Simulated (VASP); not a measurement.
A run of VASP 6.6.1 is set up as follows.

POSCAR

```
Ag
1.0
    0.0000000000      2.0151418859      2.0151418859
    2.0151418859      0.0000000000      2.0151418859
    2.0151418859      2.0151418859      0.0000000000
Ag
1
Direct
    0.0000000000      0.0000000000      0.0000000000
```

Contents of INCAR.step1:

```
SYSTEM = Ag
PREC = Accurate
ENCUT = 520
ISMEAR = -1
SIGMA = 0.05
LREAL = .FALSE.
LASPH = .TRUE.
NELM = 100
NBANDS = 12
GGA = PE
ALGO = Normal
EDIFF = 1E-4
LWAVE = .TRUE.
LCHARG = .FALSE.
```

Contents of INCAR.step2:

```
SYSTEM = Ag
PREC = Accurate
ENCUT = 520
EDIFF = 1E-6
ISMEAR = -1
SIGMA = 0.05
LREAL = .FALSE.
LASPH = .TRUE.
NELM = 100
ALGO = Normal
ISIF = 2
LWAVE = .FALSE.
LCHARG = .TRUE.
METAGGA = R2SCAN
LMIXTAU = .TRUE.
LELF = .TRUE.
LVHAR = .TRUE.
NBANDS = 12
ISTART = 1
```

Contents of KPOINTS:

```
regular mesh
0
G
  11 11 11
  0 0 0
```

Potentials or basis: VASP PAW PBE potentials, release 64 (Ag).

Run with:

```sh
$ cat potpaw_PBE.64/Ag/POTCAR > POTCAR
$ cp INCAR.step1 INCAR
$ mpirun -np 1 vasp_std > vasp.out
$ cp INCAR.step2 INCAR
$ mpirun -np 1 vasp_std > vasp.out
```

**Question.** Predict the pressure.

**Answer.** 6.5 GPa.

Caveat: the PAW data sets were made with another functional, which shifts forces and pressure a little.
